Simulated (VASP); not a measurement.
Set up this calculation in VASP 6.6.1, as the native input.

- Task: single point
- Functional: PBEsol
- Potentials or basis: VASP PAW PBE potentials, release 64 (Al, Cu)
- Cutoff: 520 eV
- k mesh: 12 × 12 × 8
- Occupations: gaussian, width 0.1 eV
- Spin: no spin polarisation
- Dipole correction: no
- Further INCAR settings: ALGO = Fast; EDIFF = 1e-06; NBANDS = 24

The structure of Al3Cu2 lies in POSCAR:

```
Al3Cu2
1.0
    4.0919516368      0.0000000000      0.0000000000
   -2.0459758184      3.5437340685      0.0000000000
    0.0000000000      0.0000000000      4.9927787000
Al Cu
3 2
Direct
    0.0000000000      0.0000000000      0.0000000000
    0.3333333300      0.6666666700      0.3499253500
    0.6666666700      0.3333333300      0.6500746500
    0.3333333300      0.6666666700      0.8395121300
    0.6666666700      0.3333333300      0.1604878700
```

One way to write it, as run:

INCAR

```
PREC = Accurate ; ENCUT = 520
EDIFF = 1E-6 ; ISMEAR = 0
SIGMA = 0.1 ; LREAL = False
LASPH = True ; NELM = 60
ALGO = Fast ; ISIF = 2
LWAVE = False ; LCHARG = True
GGA = PS ; LELF = True
LVHAR = True ; NBANDS = 24
```

KPOINTS

```
regular mesh
0
Gamma
  12 12 8
```

Potentials or basis: VASP PAW PBE potentials, release 64 (Al, Cu).

The run is started by

```sh
$ cat potpaw_PBE.64/Al/POTCAR potpaw_PBE.64/Cu/POTCAR > POTCAR
$ mpirun -np 1 vasp_std > vasp.out
```

Results of the run:

```json
{
 "Pressure": "0.5 GPa",
 "Largest force": "0.061 eV/Å"
}
```

Caveat: the PAW data sets were made with another functional, which shifts forces and pressure a little.

Wall time 3.9 min on 1 thread of Intel Xeon 6975P-C (shared host), peak memory 0.32 GiB.
